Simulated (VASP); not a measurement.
Input of a VASP 6.6.1 run:

The input POSCAR:

```
C
1.0
    0.0000000000      1.8079500000      3.3480000000
    1.0438000000      0.0000000000      3.3480000000
    1.0438000000      1.8079500000      0.0000000000
C
2
Direct
    0.1666700000      0.8333300000      0.1666700000
    0.8333300000      0.1666700000      0.8333300000
```

INCAR.step1

```
  PREC = Accurate
  ENCUT = 520
  ISMEAR = 0
  SIGMA = 0.05
  LREAL = F
  LASPH = T
  NELM = 100
  NBANDS = 11
  GGA = PE
  ALGO = Normal
  EDIFF = 1E-4
  LWAVE = T
  LCHARG = F
```

Contents of INCAR.step2:

```
  PREC = Accurate
  ENCUT = 520
  EDIFF = 1E-7
  ISMEAR = 0
  SIGMA = 0.05
  LREAL = F
  LASPH = T
  NELM = 100
  ALGO = Normal
  ISIF = 2
  LWAVE = F
  LCHARG = F
  METAGGA = R2SCAN
  LMIXTAU = T
  NBANDS = 11
  ISTART = 1
```

File KPOINTS:

```
Automatic mesh
0
Gamma
  14 14 14
```

Potentials or basis: VASP PAW PBE potentials, release 64 (C).

Run with:

```bash
$ cat potpaw_PBE.64/C/POTCAR > POTCAR
$ cp INCAR.step1 INCAR
$ mpirun -np 1 vasp_std > vasp.out
$ cp INCAR.step2 INCAR
$ mpirun -np 1 vasp_std > vasp.out
```

(1) Predict the pressure.

(2) Predict the largest force.

(3) Estimate the band gap on the k mesh.

## Answers

(1) 275.4 GPa.

(2) 0.011 eV/Å.

(3) 1.14 eV, indirect (least direct gap 1.32 eV).

Caveat: the cell differs from its parent crystal (strain -0.1500 x Voigt [1, 1, 0, 0, 0, 0]); the PAW data sets were made with another functional, which shifts forces and pressure a little.
